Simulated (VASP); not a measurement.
# In16H (a cell with a defect) in VASP: notebook

Runs on In16H (a cell with a defect). Level: PBEsol. Tasks: single point.

Program: VASP 6.6.1. These are calculated values, not measurements. Logs are shortened: lines on timing, memory, paths and dates and some standing lists are left out, and cuts for length are marked.

## (1) The cell of the first run

The cell holds a defect, 17 atoms: a = 7.452 Å, b = 7.452 Å, c = 7.452 Å, α = 90.00°, β = 90.00°, γ = 90.00°.

## (2) Single point, PBEsol

The input, INCAR:

```
SYSTEM = In16H
  PREC = Accurate
  ENCUT = 520
  EDIFF = 1E-6
  ISMEAR = 0
  SIGMA = 0.1
  LREAL = Auto
  LASPH = .TRUE.
  NELM = 100
  ALGO = Normal
  ISIF = 2
  LWAVE = .FALSE.
  LCHARG = .TRUE.
  GGA = PS
  LELF = .TRUE.
  LVHAR = .TRUE.
  NBANDS = 118
```

The input, KPOINTS:

```
Automatic mesh
0
G
  3 3 3
  0 0 0
```

The input, POSCAR:

```
In16H
1.0
    7.4517846848      0.0000000000      0.0000000000
    0.0000000000      7.4517846848      0.0000000000
    0.0000000000      0.0000000000      7.4517846848
In H
16 1
Direct
   -0.0213216037     -0.0126534789     -0.0021636428
    0.5107403342     -0.0134610706      0.0008291973
   -0.0178460605      0.5017137717     -0.0009219268
    0.0115757505      0.0125985927      0.5023560339
    0.2682513095      0.2533907084      0.2507814006
    0.5142958583      0.5151386094      0.0019338991
    0.4962008641     -0.0128842961      0.4989278619
    0.7434162733      0.2479015535      0.2568590051
    0.0055420281      0.4917625985      0.5011798056
    0.2403605412      0.7507460611      0.2437759647
    0.2722365293      0.2549628150      0.7466310737
    0.5014324968      0.5170409725      0.4972528269
    0.7578067857      0.7537252132      0.2697755082
    0.7405243487      0.2489563344      0.7432387320
    0.2432734005      0.7493153971      0.7565728531
    0.7541389396      0.7522049062      0.7303953657
    0.1335096278      0.2235700668     -0.0046312396
```

Potentials or basis: VASP PAW PBE potentials, release 64 (In_d, H).

Run with:

```console
$ cat potpaw_PBE.64/In_d/POTCAR potpaw_PBE.64/H/POTCAR > POTCAR
$ mpirun -np 1 vasp_std > vasp.out
```

OUTCAR:

```text
SYSTEM = In16H
   PREC = Accurate
   ENCUT = 520
   EDIFF = 1E-6
   ISMEAR = 0
   LREAL = Auto
   LASPH = .TRUE.
   NELM = 100
   ISIF = 2
   GGA = PS

 ion  position               nearest neighbor table
   1  0.979  0.987  0.998-  17 2.10  16 3.14  13 3.14  15 3.20  10 3.20  14 3.25   8 3.25   5 3.48
                             2 3.49  11 3.50   3 3.62   4 3.71   4 3.77   3 3.83   2 3.96
   2  0.511  0.987  0.001-  16 3.22  15 3.23  13 3.23  10 3.23   8 3.23  14 3.23   5 3.27  11 3.28
                             1 3.49   6 3.51   7 3.71   7 3.74   6 3.94   1 3.96
   3  0.982  0.502  0.999-  17 2.36  16 3.22  13 3.22  14 3.23   8 3.23  15 3.23  10 3.24   5 3.39
                            11 3.40   6 3.49   1 3.62   9 3.72   9 3.75   1 3.83   6 3.97
   4  0.012  0.013  0.502-  13 3.21  16 3.21  11 3.22   5 3.22  14 3.23   8 3.23  15 3.23  10 3.23
                             9 3.57   7 3.62   1 3.71   1 3.77   7 3.85   9 3.88
   5  0.268  0.253  0.251-  17 2.16   7 3.20  12 3.20   4 3.22   9 3.24   6 3.26   2 3.27   3 3.39
                             1 3.48   8 3.54  11 3.70  10 3.71  10 3.75  11 3.76   8 3.91
   6  0.514  0.515  0.002-  16 3.23  13 3.23  15 3.24   8 3.24  14 3.24  10 3.24   5 3.26  11 3.26
                             3 3.49   2 3.51  12 3.69  12 3.76   2 3.94   3 3.97
   7  0.496  0.987  0.499-  16 3.12  13 3.12  11 3.19   5 3.20  10 3.22  15 3.22   8 3.23  14 3.23
                            12 3.50   4 3.62   2 3.71   2 3.74   4 3.85  12 3.95
   8  0.743  0.248  0.257-   4 3.23   7 3.23   3 3.23   9 3.23   2 3.23  12 3.24   6 3.24   1 3.25
                             5 3.54  14 3.62  13 3.69  13 3.77  14 3.83   5 3.91
   9  0.006  0.492  0.501-  13 3.19  16 3.19  11 3.23  14 3.23   8 3.23  15 3.23  10 3.24   5 3.24
                             4 3.57  12 3.70   3 3.72   3 3.75  12 3.76   4 3.88
  10  0.240  0.751  0.244-   1 3.20   7 3.22  12 3.22   2 3.23   4 3.23   9 3.24   3 3.24   6 3.24
                            13 3.60  15 3.63   5 3.71   5 3.75  15 3.82  13 3.86
  11  0.272  0.255  0.747-  17 2.14   7 3.19  12 3.19   4 3.22   9 3.23   6 3.26   2 3.28   3 3.40
                            14 3.49   1 3.50  15 3.69   5 3.70   5 3.76  15 3.77  14 3.96
  12  0.501  0.517  0.497-  13 3.10  16 3.10  11 3.19   5 3.20  10 3.22  15 3.23   8 3.24  14 3.24
                             7 3.50   6 3.69   9 3.70   9 3.76   6 3.76   7 3.95
  13  0.758  0.754  0.270-  12 3.10   7 3.12   1 3.14   9 3.19   4 3.21   3 3.22   2 3.23   6 3.23
                            16 3.43  10 3.60   8 3.69   8 3.77  10 3.86  16 4.02
  14  0.741  0.249  0.743-   4 3.23   3 3.23   9 3.23   7 3.23   2 3.23   6 3.24  12 3.24   1 3.25
                            11 3.49   8 3.62  16 3.70  16 3.75   8 3.83  11 3.96
  15  0.243  0.749  0.757-   1 3.20   7 3.22   2 3.23   4 3.23  12 3.23   9 3.23   3 3.23   6 3.24
                            10 3.63  16 3.65  11 3.69  11 3.77  16 3.81  10 3.82
  16  0.754  0.752  0.730-  12 3.10   7 3.12   1 3.14   9 3.19   4 3.21   3 3.22   2 3.22   6 3.23
                            13 3.43  15 3.65  14 3.70  14 3.75  15 3.81  13 4.02
  17  0.134  0.224  0.995-   1 2.10  11 2.14   5 2.16   3 2.36

  LATTYP: Found a simple cubic cell.
 ALAT       =     7.4517846848

  Lattice vectors:

 A1 = (   7.4517846848,   0.0000000000,   0.0000000000)
 A2 = (   0.0000000000,   7.4517846848,   0.0000000000)
 A3 = (   0.0000000000,   0.0000000000,   7.4517846848)

Analysis of symmetry for initial positions (statically):
=====================================================================
 Subroutine PRICEL returns:
 Original cell was already a primitive cell.

 Routine SETGRP: Setting up the symmetry group for a
 simple cubic supercell.

 Subroutine GETGRP returns: Found  1 space group operations
 (whereof  1 operations were pure point group operations)
 out of a pool of 48 trial point group operations.

The static configuration has the point symmetry C_1 .

Analysis of symmetry for dynamics (positions and initial velocities):
=====================================================================
 Subroutine PRICEL returns:
 Original cell was already a primitive cell.

 Routine SETGRP: Setting up the symmetry group for a
 simple cubic supercell.

 Subroutine GETGRP returns: Found  1 space group operations
 (whereof  1 operations were pure point group operations)
 out of a pool of 48 trial point group operations.

The dynamic configuration has the point symmetry C_1 .

 Subroutine INISYM returns: Found  1 space group operations
 (whereof  1 operations are pure point group operations),
 and found     1 'primitive' translations

----------------------------------------------------------------------------------------

                                     Primitive cell

  volume of cell :     413.7909

  direct lattice vectors                    reciprocal lattice vectors
     7.451784685  0.000000000  0.000000000     0.134196041  0.000000000  0.000000000
     0.000000000  7.451784685  0.000000000     0.000000000  0.134196041  0.000000000
     0.000000000  0.000000000  7.451784685     0.000000000  0.000000000  0.134196041

  length of vectors
     7.451784685  7.451784685  7.451784685     0.134196041  0.134196041  0.134196041

  position of ions in fractional coordinates (direct lattice)
     0.978678396  0.987346521  0.997836357
     0.510740334  0.986538929  0.000829197
     0.982153940  0.501713772  0.999078073
     0.011575751  0.012598593  0.502356034
     0.268251310  0.253390708  0.250781401
     0.514295858  0.515138609  0.001933899
[... 9 lines left out ...]
     0.754138940  0.752204906  0.730395366
     0.133509628  0.223570067  0.995368760

  ion indices of the primitive-cell ions
   primitive index   ion index
                 1           1
                 2           2
                 3           3
                 4           4
                 5           5
                 6           6
[... 9 lines left out ...]
                16          16
                17          17

----------------------------------------------------------------------------------------

 KPOINTS: Automatic mesh

Automatic generation of k-mesh.
 Grid dimensions read from file:
 generate k-points for:    3    3    3

 Generating k-lattice:

  Cartesian coordinates                     Fractional coordinates (reciprocal lattice)
     0.044732014  0.000000000  0.000000000     0.333333333  0.000000000  0.000000000
     0.000000000  0.044732014  0.000000000     0.000000000  0.333333333  0.000000000
     0.000000000  0.000000000  0.044732014     0.000000000  0.000000000  0.333333333

  Length of vectors
     0.044732014  0.044732014  0.044732014

  Shift w.r.t. Gamma in fractional coordinates (k-lattice)
     0.000000000  0.000000000  0.000000000

 Subroutine IBZKPT returns following result:
 ===========================================

 Found     14 irreducible k-points:

 Following reciprocal coordinates:
            Coordinates               Weight
  0.000000  0.000000  0.000000      1.000000
  0.333333  0.000000  0.000000      2.000000
  0.000000  0.333333  0.000000      2.000000
  0.000000  0.000000  0.333333      2.000000
  0.333333  0.333333  0.000000      2.000000
  0.000000  0.333333  0.333333      2.000000
  0.333333  0.000000  0.333333      2.000000
 -0.333333  0.333333  0.000000      2.000000
 -0.333333  0.000000  0.333333      2.000000
  0.000000 -0.333333  0.333333      2.000000
  0.333333  0.333333  0.333333      2.000000
 -0.333333  0.333333  0.333333      2.000000
 -0.333333 -0.333333  0.333333      2.000000
  0.333333 -0.333333  0.333333      2.000000
   k-points           NKPTS =     14   k-points in BZ     NKDIM =     14   number of bands    NBANDS=    118
   number of dos      NEDOS =    301   number of ions     NIONS =     17
   total plane-waves  NPLWV = 175616
   dimension x,y,z NGX =    56 NGY =   56 NGZ =   56
   dimension x,y,z NGXF=   112 NGYF=  112 NGZF=  112
   ions per type =              16   1
   NGX,Y,Z   is equivalent  to a cutoff of  12.49, 12.49, 12.49 a.u.
   NGXF,Y,Z  is equivalent  to a cutoff of  24.99, 24.99, 24.99 a.u.
 SYSTEM =  In16H
   PREC   = accura    normal or accurate (medium, high low for compatibility)
   ISTART =      0    job   : 0-new  1-cont  2-samecut
   ICHARG =      2    charge: 1-file 2-atom 10-const
   ISPIN  =      1    spin polarized calculation?
   LNONCOLLINEAR =      F non collinear calculations
   LSORBIT =      F    spin-orbit coupling
   LASPH  =      T    aspherical Exc in radial PAW
   ENCUT  =  520.0 eV  38.22 Ry    6.18 a.u.  13.86 13.86 13.86*2*pi/ulx,y,z
   NELM   =    100;   NELMIN=  2; NELMDL= -5     # of ELM steps
   EDIFF  = 0.1E-05   stopping-criterion for ELM
   LREAL  =      T    real-space projection
   EDIFFG = 0.1E-04   stopping-criterion for IOM
   NSW    =      0    number of steps for IOM
   IBRION =     -1    ionic relax: 0-MD 1-quasi-New 2-CG
   NFREE  =      0    steps in history (QN), initial steepest desc. (CG)
   ISIF   =      2    stress and relaxation
   ISYM   =      2    0-nonsym 1-usesym 2-fastsym
   POTIM  = 0.5000    time-step for ionic-motion
   TEBEG  =    0.0;   TEEND  =   0.0 temperature during run
   PSTRESS=    0.0 pullay stress
   NELECT =     209.0000    total number of electrons
   NUPDOWN=      -1.0000    fix difference up-down
   EMIN   =  10.00;   EMAX   =-10.00  energy-range for DOS
   EFERMI =   0.00;   METHOD = LEGACY
   ISMEAR =     0;   SIGMA  =   0.10  broadening in eV -4-tet -1-fermi 0-gaus
   EFERMI_NEDOS =   21; number of points for ismear=-14 and -15
   IALGO  =     38    algorithm
   IMIX   =      4    mixing-type and parameters
     AMIX     =   0.40;   BMIX     =  1.00
     AMIX_MAG =   1.60;   BMIX_MAG =  1.00
  volume/ion in A,a.u.               =      24.34       164.26
  Fermi-wavevector in a.u.,A,eV,Ry     =   1.303757  2.463743 23.126940  1.699782
  Thomas-Fermi vector in A             =   2.434738
   LORBIT       =      0    0 simple, 1 ext, 2 COOP (PROOUT), +10 PAW based schemes
   GGA     = PS    functional components
   LHFCALC =     F    Hartree Fock is set to
   AEXX    =    0.0000 exact exchange contribution
   IVDW    =     0    specifies the selected vdW correction
   LEPSILON=     F    determine dielectric tensor
   LRPA    =     F    only Hartree local field effects (RPA)
 non-spin polarized calculation
 Gauss-broadening in eV      SIGMA  =   0.10
  energy-cutoff  :      520.00
  volume of cell :      413.79
 maximum number of plane-waves:     11161
   NGX = 27   NGY = 27   NGZ = 27

 number of electron     209.0000009 magnetization

 Free energy of the ion-electron system (eV)
  ---------------------------------------------------
  ext. energy  EPLUGINS =         0.00000000
  ---------------------------------------------------
  free energy    TOTEN  =       -50.11876710 eV

  energy without entropy =      -50.05428746  energy(sigma->0) =      -50.08652728

 E-fermi :   7.4080     XC(G=0): -10.4948

 val. band max:        7.3714545420   @ k =  -0.3333   0.3333   0.0000
 cond. band min:       7.4268757607   @ k =   0.3333  -0.3333   0.3333
 fundamental gap:      0.0554212187
 Fermi energy:         7.4079567025

 k-point     1 :       0.0000    0.0000    0.0000
  band No.  band energies     occupation
      1      -7.2290      2.00000
      2      -7.2074      2.00000
      3      -7.2013      2.00000
      4      -7.1991      2.00000
      5      -7.1971      2.00000
      6      -7.1966      2.00000
[... 108 lines left out ...]
    115      12.0614      0.00000
    116      12.1024      0.00000
[... 1545 lines left out ...]
    115       8.9600      0.00000
    116       9.0245      0.00000
 [bands above 116 left out]

------------------------ aborting loop because EDIFF is reached ----------------------------------------

  FORCE on cell =-STRESS in cart. coord.  units (eV):
  Direction    XX          YY          ZZ          XY          YZ          ZX
  --------------------------------------------------------------------------------------
  -------------------------------------------------------------------------------------
  Total        2.2578049      0.7588298      1.1945648      0.1819440     -0.0141629     -0.0010666
  in kB        8.7421065      2.9381508      4.6252946      0.7044781     -0.0548381     -0.0041298
  external PRESSURE =       5.4351840 kB  Pullay stress =       0.0000000 kB

 VOLUME and BASIS-vectors are now :
 -----------------------------------------------------------------------------
  energy-cutoff  :      520.00
  volume of cell :      413.79
      direct lattice vectors                 reciprocal lattice vectors
     7.451784685  0.000000000  0.000000000     0.134196041  0.000000000  0.000000000
     0.000000000  7.451784685  0.000000000     0.000000000  0.134196041  0.000000000
     0.000000000  0.000000000  7.451784685     0.000000000  0.000000000  0.134196041

 POSITION                                       TOTAL-FORCE (eV/Angst)
 -----------------------------------------------------------------------------------
      7.29290      7.35749      7.43566         0.003537      0.034630     -0.018373
      3.80593      7.35148      0.00618        -0.015513      0.012873      0.000532
      7.31880      3.73866      7.44491         0.004865     -0.018348      0.010982
      0.08626      0.09388      3.74345        -0.000487     -0.005974      0.005128
      1.99895      1.88821      1.86877         0.001139      0.000672     -0.001619
      3.83242      3.83870      0.01441        -0.024410     -0.029449      0.012508
[... 9 lines left out ...]
      5.61968      5.60527      5.44275         0.010981      0.010109     -0.019953
      0.99488      1.66600      7.41727        -0.009497     -0.001990      0.001506
 -----------------------------------------------------------------------------------
    total drift:                               -0.018519      0.038987      0.000075

  FREE ENERGIE OF THE ION-ELECTRON SYSTEM (eV)
  ---------------------------------------------------
  free  energy   TOTEN  =       -50.1187671000 eV

  energy  without entropy=      -50.0542874610  energy(sigma->0) =      -50.08652728
```

It took 9.3 min on 1 thread of Intel Xeon 6975P-C (Granite Rapids), shared host; peak memory 0.66 GiB.

Results:

```yaml
Free_energy: -50.1188 eV
Pressure: 0.5 GPa
Largest_force: 0.040 eV/Å
```

Forces on the atoms (eV/Å):
```
In   0.004  0.035 -0.018
In  -0.016  0.013  0.001
In   0.005 -0.018  0.011
In   0.000 -0.006  0.005
In   0.001  0.001 -0.002
In  -0.024 -0.029  0.013
In   0.000 -0.002 -0.007
In  -0.002  0.003  0.005
In   0.013 -0.016  0.004
In   0.009  0.002 -0.001
In   0.012  0.006 -0.011
In  -0.004  0.009 -0.006
In   0.010 -0.002  0.019
In   0.003  0.001  0.002
In  -0.012 -0.002  0.005
In   0.011  0.010 -0.020
H   -0.009 -0.002  0.002
```

Stress tensor (GPa, compression positive):
```
 0.87  0.07  0.00
 0.07  0.29 -0.01
 0.00 -0.01  0.46
```

Caveat: the PAW data sets were made with another functional, which shifts forces and pressure a little; spin-orbit coupling is left out, which moves the levels of the heavy elements.

## (3) Single point, PBEsol

The input, INCAR:

```
SYSTEM = In16H
ALGO = Normal
EDIFF = 1E-6
ENCUT = 520
GGA = PS
ISIF = 2
ISMEAR = 0
LASPH = .True.
LCHARG = .True.
LELF = .True.
LREAL = Auto
LVHAR = .True.
LWAVE = .False.
NBANDS = 118
NELM = 100
PREC = Accurate
SIGMA = 0.1
```

The input, KPOINTS:

```
k-points
0
Gamma
  3 3 3
  0 0 0
```

The input, POSCAR:

```
In16H
1.0
    7.4517846848      0.0000000000      0.0000000000
    0.0000000000      7.4517846848      0.0000000000
    0.0000000000      0.0000000000      7.4517846848
In H
16 1
Direct
   -0.0126525395     -0.0213207985     -0.0021635086
    0.5017144427     -0.0178463288     -0.0009217926
   -0.0134609364      0.5107399316      0.0008293315
    0.0125980559      0.0115758847      0.5023561681
    0.2533909768      0.2682511753      0.2507819374
    0.5151376700      0.5142951873      0.0019338991
    0.4917625985      0.0055420281      0.5011798056
    0.7507456585      0.2403602728      0.2437760989
   -0.0128849670      0.4962007299      0.4989278619
    0.2479014193      0.7434162733      0.2568594076
    0.2549629492      0.2722363951      0.7466302685
    0.5170411067      0.5014326310      0.4972529611
    0.7537248106      0.7578063831      0.2697760449
    0.7493151287      0.2432731321      0.7565727189
    0.2489560660      0.7405243487      0.7432383294
    0.7522047720      0.7541386712      0.7303948289
    0.2235715430      0.1335117750     -0.0046316421
```

Potentials or basis: VASP PAW PBE potentials, release 64 (In_d, H).

Run with:

```console
$ cat potpaw_PBE.64/In_d/POTCAR potpaw_PBE.64/H/POTCAR > POTCAR
$ mpirun -np 1 vasp_std > vasp.out
```

It took 12 min on 1 thread of Intel Xeon Platinum 8259CL at 2.50GHz (Skylake/Cascade Lake), shared host; peak memory 0.67 GiB.

It converged, with:

* Free energy: -50.1188 eV
* Pressure: 0.5 GPa
* Largest force: 0.040 eV/Å

Forces on the atoms (eV/Å):
```
In   0.035  0.003 -0.018
In  -0.018  0.005  0.011
In   0.013 -0.015  0.000
In  -0.006  0.000  0.005
In   0.001  0.001 -0.002
In  -0.029 -0.024  0.012
In  -0.015  0.013  0.004
In   0.000  0.009  0.000
In  -0.002  0.000 -0.007
In   0.003 -0.002  0.005
In   0.006  0.012 -0.011
In   0.009 -0.004 -0.006
In  -0.002  0.010  0.019
In  -0.002 -0.012  0.005
In   0.001  0.003  0.002
In   0.010  0.011 -0.020
H   -0.002 -0.009  0.001
```

Stress tensor (GPa, compression positive):
```
 0.29  0.07 -0.01
 0.07  0.87  0.00
-0.01  0.00  0.46
```

Levels at points of the mesh, in eV from the Fermi level:
```
           k point  band 102  band 103  band 104  band 105  band 106  band 107
(0.00, 0.00, 0.00)     -0.64      0.06      0.15      0.16      0.20      0.27
```

Caveat: the PAW data sets were made with another functional, which shifts forces and pressure a little; spin-orbit coupling is left out, which moves the levels of the heavy elements.
